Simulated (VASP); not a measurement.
The system is SnSe.

```
Sn Se
1.0
     0.00000    3.01000    3.01000
     3.01000    0.00000    3.01000
     3.01000    3.01000    0.00000
Sn Se
1 1
Cartesian
  0.0000 0.0000 0.0000
  3.0100 3.0100 3.0100
```

* Program: VASP 6.6.1
* Task: relaxation of cell and atoms
* Functional: revPBE
* Potentials or basis: VASP PAW PBE potentials, release 64 (Sn_d, Se)
* Cutoff: 600 eV
* k mesh: 8 × 8 × 8
* Occupations: fermi-dirac, width 0.05 eV
* Spin: no spin polarisation

At the start: pressure 2.1 GPa; volume 27.27 Å³/atom.

Question: How do energy, volume and symmetry change on relaxing?

Answer: Over 3 steps the energy falls by 7.6 meV/atom and the volume is 28.46 Å³/atom (+4.4 %); space group Fm-3m (No. 225, to 0.05 Å).

The path:
```tsv
step	energy change (eV)	largest force (eV/Å)	pressure (GPa)	volume (Å³)
1	0.0000	0.0000	2.13	54.54
2	-0.0146	0.0000	-0.40	57.45
3	-0.0152	0.0000	0.01	56.93
```

Final structure:
```yaml
crystal:
  lattice:
    - [0.00000, 3.05322, 3.05322]
    - [3.05322, 0.00000, 3.05322]
    - [3.05322, 3.05322, 0.00000]
  atoms:
    - { symbol: Sn, position: [0.00000, 0.00000, 0.00000] }
    - { symbol: Se, position: [0.50000, 0.50000, 0.50000] }
```

Caveat: the PAW data sets were made with another functional, which shifts forces and pressure a little.
